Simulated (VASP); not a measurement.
Input of a VASP 6.6.1 run:

Contents of INCAR:

```
SYSTEM = Al5Os3
PREC     = Accurate       ! precision mode
ENCUT    = 520            ! plane-wave cutoff, eV
EDIFF    = 1E-6           ! SCF threshold, eV
ISMEAR   = 1              ! smearing method
SIGMA    = 0.05           ! smearing width, eV
LREAL    = .False.        ! projectors in reciprocal space
LASPH    = .True.         ! aspherical terms in the spheres
NELM     = 80             ! most SCF steps
ALGO     = Normal         ! electronic algorithm
ISIF     = 2              ! what is computed and relaxed
LWAVE    = .False.        ! write WAVECAR
LCHARG   = .False.        ! write CHGCAR
GGA      = CA             ! functional
NBANDS   = 30             ! bands
```

File KPOINTS:

```
regular mesh
0
Gamma
  4 4 4
  0 0 0
```

Contents of POSCAR:

```
Al5Os3
1.0
    0.0000000000      3.9314826557      3.9314826557
    3.9314826557      0.0000000000      3.9314826557
    3.7078113240      3.7078113240      0.2236713317
Os Al
3 5
Direct
    0.0000000000      0.0000000000      0.0000000000
    0.0000000000      0.5000000000      0.0000000000
    0.5000000000      0.0000000000      0.0000000000
    0.0000000000      0.0000000000      0.5000000000
    0.0000000000      0.5000000000      0.5000000000
    0.5000000000      0.0000000000      0.5000000000
    0.5000000000      0.5000000000      0.0000000000
    0.5000000000      0.5000000000      0.5000000000
```

Potentials or basis: VASP PAW LDA potentials, release 64 (Os, Al).

Run with:

```bash
$ cat potpaw_LDA.64/Os/POTCAR potpaw_LDA.64/Al/POTCAR > POTCAR
$ mpirun -np 1 vasp_std > vasp.out
```

(1) Predict the pressure.

Results:

(1) 0.5 GPa.

Caveat: the k points lie up to 0.38 Å⁻¹ apart.
